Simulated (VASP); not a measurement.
Here is a VASP 6.6.1 calculation.

The input INCAR:

```
PREC = Accurate
ENCUT = 520
EDIFF = 1E-6
ISMEAR = 0
SIGMA = 0.15
LREAL = F
LASPH = T
NELM = 100
ALGO = Fast
ISIF = 2
LWAVE = F
LCHARG = F
GGA = PS
NBANDS = 13
```

File KPOINTS:

```
regular mesh
0
Gamma
  16 16 16
```

POSCAR

```
AlCo
1.0
    2.5938509532      0.0000000000      0.0000000000
    0.0000000000      2.5938509532      0.0000000000
    0.0000000000      0.0000000000      3.0449554668
Al Co
1 1
Direct
    0.0000000000      0.0000000000      0.0000000000
    0.5000000000      0.5000000000      0.5000000000
```

Potentials or basis: VASP PAW PBE potentials, release 64 (Al, Co).

The run is started by

```console
$ cat potpaw_PBE.64/Al/POTCAR potpaw_PBE.64/Co/POTCAR > POTCAR
$ mpirun -np 1 vasp_std > vasp.out
```

(1) Predict the pressure.

(2) Predict the band gap on the k mesh.

Answers

(1) 24.8 GPa.

(2) zero (band 6 reaches 14.35 eV, above the bottom of band 7 at 11.45 eV).

Caveat: the cell differs from its parent crystal (strain -0.080 along x and y, +0.080 along z); the PAW data sets were made with another functional, which shifts forces and pressure a little.
